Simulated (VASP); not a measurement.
# Ag (a cell with a defect) in VASP: notebook

Ag (a cell with a defect) is run at these levels: PBE; tasks: single point.

All numbers are computed with VASP 6.6.1; they aren't measurements. Logs are shortened: lines on timing, memory, paths and dates and some standing lists are left out, and cuts for length are marked.

### 1 The cell of the first run

The cell holds a defect, 7 atoms: a = 5.778 Å, b = 5.778 Å, c = 5.778 Å, α = 60.00°, β = 60.00°, γ = 60.00°.

### 2 Single point, PBE

The input, INCAR:

```
SYSTEM = Ag
ALGO = Normal ; EDIFF = 1E-7
ENCUT = 520 ; GGA = PE
ISIF = 2 ; ISMEAR = -1
LASPH = .True. ; LCHARG = .False.
LREAL = .False. ; LWAVE = .False.
NBANDS = 48 ; NELM = 60
PREC = Accurate ; SIGMA = 0.1
```

The input, KPOINTS:

```
k-points
0
Gamma
  3 3 3
  0 0 0
```

The input, POSCAR:

```
Ag
1.0
    0.0000000000      4.0855000000      4.0855000000
    4.0855000000      0.0000000000      4.0855000000
    4.0855000000      4.0855000000      0.0000000000
Ag
7
Direct
    0.0000000000      0.0000000000      0.3749998776
    0.0000000000      0.5000000000      0.0000000000
    0.0000000000      0.5000000000      0.5000000000
    0.5000000000      0.0000000000      0.0000000000
    0.5000000000      0.0000000000      0.5000000000
    0.5000000000      0.5000000000      0.0000000000
    0.5000000000      0.5000000000      0.5000000000
```

Potentials or basis: VASP PAW PBE potentials, release 64 (Ag).

Run with:

```console
$ cat potpaw_PBE.64/Ag/POTCAR > POTCAR
$ mpirun -np 1 vasp_std > vasp.out
```

OUTCAR:

```text
SYSTEM = Ag
   EDIFF = 1E-7
   ENCUT = 520
   GGA = PE
   ISIF = 2
   ISMEAR = -1
   LASPH = .True.
   LREAL = .False.
   NELM = 60
   PREC = Accurate

 ion  position               nearest neighbor table
   1  0.000  0.000  0.375-   2 2.60   4 2.60   3 2.60   5 2.60   7 2.98   7 2.98   5 3.31   4 3.31
                             2 3.31   3 3.31
   2  0.000  0.500  0.000-   1 2.60   6 2.89   3 2.89   7 2.89   3 2.89   4 2.89   4 2.89   6 2.89
                             7 2.89   1 3.31
   3  0.000  0.500  0.500-   1 2.60   2 2.89   7 2.89   2 2.89   6 2.89   5 2.89   5 2.89   6 2.89
                             7 2.89   1 3.31
   4  0.500  0.000  0.000-   1 2.60   6 2.89   5 2.89   7 2.89   2 2.89   6 2.89   7 2.89   5 2.89
                             2 2.89   1 3.31
   5  0.500  0.000  0.500-   1 2.60   4 2.89   7 2.89   4 2.89   6 2.89   3 2.89   6 2.89   7 2.89
                             3 2.89   1 3.31
   6  0.500  0.500  0.000-   2 2.89   4 2.89   7 2.89   3 2.89   5 2.89   7 2.89   4 2.89   5 2.89
                             2 2.89   3 2.89
   7  0.500  0.500  0.500-   3 2.89   5 2.89   6 2.89   2 2.89   4 2.89   6 2.89   4 2.89   5 2.89
                             2 2.89   3 2.89   1 2.98   1 2.98

  LATTYP: Found a face centered cubic cell.
 ALAT       =     8.1710000000

  Lattice vectors:

 A1 = (   0.0000000000,   4.0855000000,   4.0855000000)
 A2 = (   4.0855000000,   0.0000000000,   4.0855000000)
 A3 = (   4.0855000000,   4.0855000000,   0.0000000000)

Analysis of symmetry for initial positions (statically):
=====================================================================
 Subroutine PRICEL returns:
 Original cell was already a primitive cell.

 Routine SETGRP: Setting up the symmetry group for a
 face centered cubic supercell.

 Subroutine GETGRP returns: Found  4 space group operations
 (whereof  4 operations were pure point group operations)
 out of a pool of 48 trial point group operations.

The static configuration has the point symmetry C_2v.

Analysis of symmetry for dynamics (positions and initial velocities):
=====================================================================
 Subroutine PRICEL returns:
 Original cell was already a primitive cell.

 Routine SETGRP: Setting up the symmetry group for a
 face centered cubic supercell.

 Subroutine GETGRP returns: Found  4 space group operations
 (whereof  4 operations were pure point group operations)
 out of a pool of 48 trial point group operations.

The dynamic configuration has the point symmetry C_2v.

 Subroutine INISYM returns: Found  4 space group operations
 (whereof  4 operations are pure point group operations),
 and found     1 'primitive' translations

----------------------------------------------------------------------------------------

                                     Primitive cell

  volume of cell :     136.3847

  direct lattice vectors                    reciprocal lattice vectors
     0.000000000  4.085500000  4.085500000    -0.122384041  0.122384041  0.122384041
     4.085500000  0.000000000  4.085500000     0.122384041 -0.122384041  0.122384041
     4.085500000  4.085500000  0.000000000     0.122384041  0.122384041 -0.122384041

  length of vectors
     5.777769509  5.777769509  5.777769509     0.211975377  0.211975377  0.211975377

  position of ions in fractional coordinates (direct lattice)
     0.000000000  0.000000000  0.374999878
     0.000000000  0.500000000  0.000000000
     0.000000000  0.500000000  0.500000000
     0.500000000  0.000000000  0.000000000
     0.500000000  0.000000000  0.500000000
     0.500000000  0.500000000  0.000000000
     0.500000000  0.500000000  0.500000000

  ion indices of the primitive-cell ions
   primitive index   ion index
                 1           1
                 2           2
                 3           3
                 4           4
                 5           5
                 6           6
                 7           7

----------------------------------------------------------------------------------------

 KPOINTS: k-points

Automatic generation of k-mesh.
 Grid dimensions read from file:
 generate k-points for:    3    3    3

 Generating k-lattice:

  Cartesian coordinates                     Fractional coordinates (reciprocal lattice)
    -0.040794680  0.040794680  0.040794680     0.333333333  0.000000000  0.000000000
     0.040794680 -0.040794680  0.040794680     0.000000000  0.333333333  0.000000000
     0.040794680  0.040794680 -0.040794680     0.000000000  0.000000000  0.333333333

  Length of vectors
     0.070658459  0.070658459  0.070658459

  Shift w.r.t. Gamma in fractional coordinates (k-lattice)
     0.000000000  0.000000000  0.000000000

 Subroutine IBZKPT returns following result:
 ===========================================

 Found      8 irreducible k-points:

 Following reciprocal coordinates:
            Coordinates               Weight
  0.000000  0.000000  0.000000      1.000000
  0.333333  0.000000  0.000000      4.000000
  0.000000  0.000000  0.333333      4.000000
  0.333333  0.333333  0.000000      2.000000
  0.000000  0.333333  0.333333      4.000000
 -0.333333  0.333333  0.000000      2.000000
  0.000000 -0.333333  0.333333      8.000000
  0.333333  0.333333 -0.333333      2.000000
   k-points           NKPTS =      8   k-points in BZ     NKDIM =      8   number of bands    NBANDS=     48
   number of dos      NEDOS =    301   number of ions     NIONS =      7
   total plane-waves  NPLWV = 110592
   dimension x,y,z NGX =    48 NGY =   48 NGZ =   48
   dimension x,y,z NGXF=    96 NGYF=   96 NGZF=   96
   ions per type =               7
   NGX,Y,Z   is equivalent  to a cutoff of  13.81, 13.81, 13.81 a.u.
   NGXF,Y,Z  is equivalent  to a cutoff of  27.62, 27.62, 27.62 a.u.
 SYSTEM =  Ag
   PREC   = accura    normal or accurate (medium, high low for compatibility)
   ISTART =      0    job   : 0-new  1-cont  2-samecut
   ICHARG =      2    charge: 1-file 2-atom 10-const
   ISPIN  =      1    spin polarized calculation?
   LNONCOLLINEAR =      F non collinear calculations
   LSORBIT =      F    spin-orbit coupling
   LASPH  =      T    aspherical Exc in radial PAW
   ENCUT  =  520.0 eV  38.22 Ry    6.18 a.u.  10.74 10.74 10.74*2*pi/ulx,y,z
   NELM   =     60;   NELMIN=  2; NELMDL= -5     # of ELM steps
   EDIFF  = 0.1E-06   stopping-criterion for ELM
   LREAL  =      F    real-space projection
   EDIFFG = 0.1E-05   stopping-criterion for IOM
   NSW    =      0    number of steps for IOM
   IBRION =     -1    ionic relax: 0-MD 1-quasi-New 2-CG
   NFREE  =      0    steps in history (QN), initial steepest desc. (CG)
   ISIF   =      2    stress and relaxation
   ISYM   =      2    0-nonsym 1-usesym 2-fastsym
   POTIM  = 0.5000    time-step for ionic-motion
   TEBEG  =    0.0;   TEEND  =   0.0 temperature during run
   PSTRESS=    0.0 pullay stress
   NELECT =      77.0000    total number of electrons
   NUPDOWN=      -1.0000    fix difference up-down
   EMIN   =  10.00;   EMAX   =-10.00  energy-range for DOS
   EFERMI =   0.00;   METHOD = LEGACY
   ISMEAR =    -1;   SIGMA  =   0.10  broadening in eV -4-tet -1-fermi 0-gaus
   EFERMI_NEDOS =   21; number of points for ismear=-14 and -15
   IALGO  =     38    algorithm
   IMIX   =      4    mixing-type and parameters
     AMIX     =   0.40;   BMIX     =  1.00
     AMIX_MAG =   1.60;   BMIX_MAG =  1.00
  volume/ion in A,a.u.               =      19.48       131.48
  Fermi-wavevector in a.u.,A,eV,Ry     =   1.353058  2.556910 24.909096  1.830767
  Thomas-Fermi vector in A             =   2.480345
   LORBIT       =      0    0 simple, 1 ext, 2 COOP (PROOUT), +10 PAW based schemes
   GGA     = PE    functional components
[... 5 lines left out ...]
 non-spin polarized calculation
  energy-cutoff  :      520.00
  volume of cell :      136.38
 maximum number of plane-waves:      3695
 NGX is ok and might be reduce to    48
   NGX = 21   NGY = 21   NGZ = 21

 number of electron      76.9999992 magnetization

 Free energy of the ion-electron system (eV)
  ---------------------------------------------------
  ext. energy  EPLUGINS =         0.00000000
  ---------------------------------------------------
  free energy    TOTEN  =       -17.31642849 eV

  energy without entropy =      -17.15537883  energy(sigma->0) =      -17.23590366

 E-fermi :   6.9895     XC(G=0): -11.2910

 val. band max:        6.9669502446   @ k =   0.0000  -0.3333   0.3333
 cond. band min:       7.0300510548   @ k =   0.0000  -0.3333   0.3333
 fundamental gap:      0.0631008102
 Fermi energy:         6.9895244479

 k-point     1 :       0.0000    0.0000    0.0000
  band No.  band energies     occupation
      1      -0.4183      2.00000
      2       0.4511      2.00000
      3       0.5152      2.00000
      4       0.6316      2.00000
      5       0.6345      2.00000
      6       0.7976      2.00000
[... 40 lines left out ...]
     47      11.4307      0.00000
     48      13.1485      0.00000

 k-point     2 :       0.3333    0.0000    0.0000
  band No.  band energies     occupation
      1       0.2580      2.00000
      2       0.7430      2.00000
      3       0.7815      2.00000
      4       0.8271      2.00000
      5       0.9270      2.00000
      6       1.1135      2.00000
[... 40 lines left out ...]
     47      14.9912      0.00000
     48      15.0743      0.00000

 k-point     3 :       0.0000    0.0000    0.3333
  band No.  band energies     occupation
      1       0.2737      2.00000
      2       0.7086      2.00000
      3       0.8142      2.00000
      4       0.8835      2.00000
      5       0.9163      2.00000
      6       1.1940      2.00000
[... 244 lines left out ...]
     47      14.5190      0.00000
     48      16.5467      0.00000

 k-point     8 :       0.3333    0.3333   -0.3333
  band No.  band energies     occupation
      1       0.9428      2.00000
      2       1.0554      2.00000
      3       1.0979      2.00000
      4       1.2309      2.00000
      5       1.3078      2.00000
      6       1.3149      2.00000
[... 40 lines left out ...]
     47      14.7073      0.00000
     48      16.5605      0.00000

------------------------ aborting loop because EDIFF is reached ----------------------------------------

  FORCE on cell =-STRESS in cart. coord.  units (eV):
  Direction    XX          YY          ZZ          XY          YZ          ZX
  --------------------------------------------------------------------------------------
  -------------------------------------------------------------------------------------
  Total        1.5964626      1.5964626      5.7178927     -1.3205340      0.0000000      0.0000000
  in kB       18.7544221     18.7544221     67.1708653    -15.5129546      0.0000000      0.0000000
  external PRESSURE =      34.8932365 kB  Pullay stress =       0.0000000 kB

 VOLUME and BASIS-vectors are now :
 -----------------------------------------------------------------------------
  energy-cutoff  :      520.00
  volume of cell :      136.38
      direct lattice vectors                 reciprocal lattice vectors
     0.000000000  4.085500000  4.085500000    -0.122384041  0.122384041  0.122384041
     4.085500000  0.000000000  4.085500000     0.122384041 -0.122384041  0.122384041
     4.085500000  4.085500000  0.000000000     0.122384041  0.122384041 -0.122384041

 POSITION                                       TOTAL-FORCE (eV/Angst)
 -----------------------------------------------------------------------------------
      1.53206      1.53206      0.00000         0.897460      0.897460     -0.000000
      2.04275      0.00000      2.04275         0.121025     -0.571804      0.823287
      4.08550      2.04275      2.04275        -0.571804      0.121025     -0.823287
      0.00000      2.04275      2.04275        -0.571804      0.121025      0.823287
      2.04275      4.08550      2.04275         0.121025     -0.571804     -0.823287
      2.04275      2.04275      4.08550        -0.009274     -0.009274     -0.000000
      4.08550      4.08550      4.08550         0.013371      0.013371      0.000000
 -----------------------------------------------------------------------------------
    total drift:                                0.000005      0.000005      0.000000

  FREE ENERGIE OF THE ION-ELECTRON SYSTEM (eV)
  ---------------------------------------------------
  free  energy   TOTEN  =       -17.3164284912 eV

  energy  without entropy=      -17.1553788328  energy(sigma->0) =      -17.23590366
```

It took 55 s on 1 thread of AMD EPYC 9R14 (Zen 4), shared host; peak memory 0.29 GiB.

Results:

- Free energy: -17.3164 eV
- Pressure: 3.5 GPa
- Largest force: 1.269 eV/Å

Forces in eV/Å, atoms in the order of the input:
```
Ag   0.897  0.897  0.000
Ag   0.121 -0.572  0.823
Ag  -0.572  0.121 -0.823
Ag  -0.572  0.121  0.823
Ag   0.121 -0.572 -0.823
Ag  -0.009 -0.009  0.000
Ag   0.013  0.013  0.000
```

Stress tensor (GPa, compression positive):
```
 1.88 -1.55  0.00
-1.55  1.88  0.00
 0.00  0.00  6.72
```

Caveat: the k points lie up to 0.44 Å⁻¹ apart.

### 3 Single point, PBE

The input, INCAR:

```
SYSTEM = Ag
PREC = Accurate
ENCUT = 520
EDIFF = 1E-6
ISMEAR = -1
SIGMA = 0.1
LREAL = .FALSE.
LASPH = .TRUE.
NELM = 80
ALGO = Normal
ISIF = 2
LWAVE = .FALSE.
LCHARG = .FALSE.
GGA = PE
NBANDS = 48
```

The input, KPOINTS:

```
regular mesh
0
G
  3 3 3
  0 0 0
```

POSCAR: that of step 2 with these lines changed.

```diff
@@ -8,3 +8,3 @@
 Direct
-    0.0000000000      0.0000000000      0.3749998776
+    0.0000000000      0.0000000000      0.1249998776
     0.0000000000      0.5000000000      0.0000000000
```

Potentials or basis: VASP PAW PBE potentials, release 64 (Ag).

Run with:

```console
$ cat potpaw_PBE.64/Ag/POTCAR > POTCAR
$ mpirun -np 1 vasp_std > vasp.out
```

Wall time 50 s (1 thread of AMD EPYC 9R14 (Zen 4), shared host); peak memory 0.29 GiB.

It converged, with:

```
Free energy   : -17.3164 eV
Pressure      : 3.5 GPa
Largest force : 1.269 eV/Å
```

Forces in eV/Å, atoms in the order of the input:
```
Ag  -0.897 -0.897  0.000
Ag   0.572 -0.121  0.823
Ag  -0.121  0.572 -0.823
Ag  -0.121  0.572  0.823
Ag   0.572 -0.121 -0.823
Ag  -0.013 -0.013  0.000
Ag   0.009  0.009  0.000
```

Stress tensor (GPa, compression positive):
```
 1.87 -1.55  0.00
-1.55  1.87  0.00
 0.00  0.00  6.72
```

Levels at points of the mesh, in eV from the Fermi level:
| k point | band 36 | band 37 | band 38 | band 39 | band 40 | band 41 |
| --- | --- | --- | --- | --- | --- | --- |
| (0.00, 0.00, 0.00) | -2.71 | -0.21 | 0.22 | 0.23 | 0.29 | 2.31 |

Caveat: the k points lie up to 0.44 Å⁻¹ apart.
